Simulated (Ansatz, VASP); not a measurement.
## One calculation of AlN, two programs

Contents of POSCAR:

```
AlN
1.0
    3.1066937602      0.0000000000      0.0000000000
   -1.5533468801      2.6904757181      0.0000000000
    0.0000000000      0.0000000000      4.9288056364
Al N
2 2
Direct
    0.3333333333      0.6666666667     -0.0042619043
    0.6666666667      0.3333333333      0.4957380957
    0.3333333333      0.6666666667      0.3792619043
    0.6666666667      0.3333333333      0.8792619043
```

File INCAR.step1:

```
ALGO     = Normal         # electronic algorithm
EDIFF    = 1E-5           # SCF threshold, eV
ENCUT    = 520            # plane-wave cutoff, eV
GGA      = PE             # functional
ISIF     = 2              # what is computed and relaxed
ISMEAR   = 0              # smearing method
LASPH    = True           # aspherical terms in the spheres
LREAL    = False          # projectors in reciprocal space
LWAVE    = True           # write WAVECAR
NBANDS   = 16             # bands
NELM     = 100            # most SCF steps
PREC     = Accurate       # precision mode
SIGMA    = 0.01           # smearing width, eV
```

Contents of INCAR.step2:

```
ALGO     = Normal         # electronic algorithm
EDIFF    = 1E-6           # SCF threshold, eV
ENCUT    = 520            # plane-wave cutoff, eV
GGA      = PE             # functional
HFSCREEN = 0.2079         # screening, 1/A
ISIF     = 2              # what is computed and relaxed
ISMEAR   = 0              # smearing method
ISTART   = 1            
LASPH    = True           # aspherical terms in the spheres
LCHARG   = True           # write CHGCAR
LELF     = True           # ELF
LHFCALC  = True           # exact exchange
LREAL    = False          # projectors in reciprocal space
LVHAR    = True         
LWAVE    = False          # write WAVECAR
NBANDS   = 16             # bands
NELM     = 100            # most SCF steps
PREC     = Accurate       # precision mode
PRECFOCK = Normal       
SIGMA    = 0.01           # smearing width, eV
```

Contents of KPOINTS:

```
k-points
0
Gamma
  6 6 4
```

Input for Ansatz:

```yaml
crystal:
  lattice:
    - [3.1066937602, 0.0, 0.0]
    - [-1.5533468801, 2.6904757181, 0.0]
    - [0.0, 0.0, 4.9288056364]
  atoms:
    - { symbol: Al, position: [0.3333333333, 0.6666666667, -0.0042619043] }
    - { symbol: Al, position: [0.6666666667, 0.3333333333, 0.4957380957] }
    - { symbol: "N", position: [0.3333333333, 0.6666666667, 0.3792619043] }
    - { symbol: "N", position: [0.6666666667, 0.3333333333, 0.8792619043] }
kpoints:
  mp_grid: { grid: [6, 6, 4] }
  band_path:
    path:
      - [0.0, 0.0, 0.0]
      - [0.5, 0.0, 0.0]
      - [0.3333333333, 0.3333333333, 0.0]
      - [0.0, 0.0, 0.5]
      - [0.5, 0.0, 0.5]
      - [0.3333333333, 0.3333333333, 0.5]
    npoints: 1
hamiltonian:
  xc: hse06
scf:
  occupations: { method: fixed }
  n_extra_bands: 5
output:
  forces: true
  stress: true
  eigenvalues: true
  write_density: true
  write_potential: true
  elf: true
  volumetric_format: npy
```

Change from the starting cell: uniaxial_z strain -1.0%.

Alike in both runs: task single point; functional HSE06; k mesh 6 × 6 × 4; no spin polarisation.

|  | VASP | Ansatz |
| --- | --- | --- |
| version | VASP 6.6.1 | Ansatz 0.2.0 |
| potentials or method | VASP PAW PBE potentials, release 64 (Al, N) | plane waves, PAW |
| plane-wave cutoff (eV) | 520 | 420 |
| occupations | gaussian, width 0.01 eV | fixed |
| valence electrons in the cell | 16 | 16 |

Ansatz gave:

```
gap on the k mesh at the Fermi level (eV)                     : 5.64
pressure (GPa)                                                : 1.4
traceless stress, the component that is largest in VASP (GPa) : 1.61
rms of the force components (eV/Å)                            : 0.008
```

Task: Which values does VASP return?

Result: gap on the k mesh at the Fermi level (eV): 5.63; pressure (GPa): 1.2; traceless stress, the component that is largest in VASP (GPa): 1.73; rms of the force components (eV/Å): 0.006.

Atom by atom the forces differ by 0.002 eV/Å (rms over components). Ansatz's warnings: stress exchange threshold loose, stress scf threshold loose.
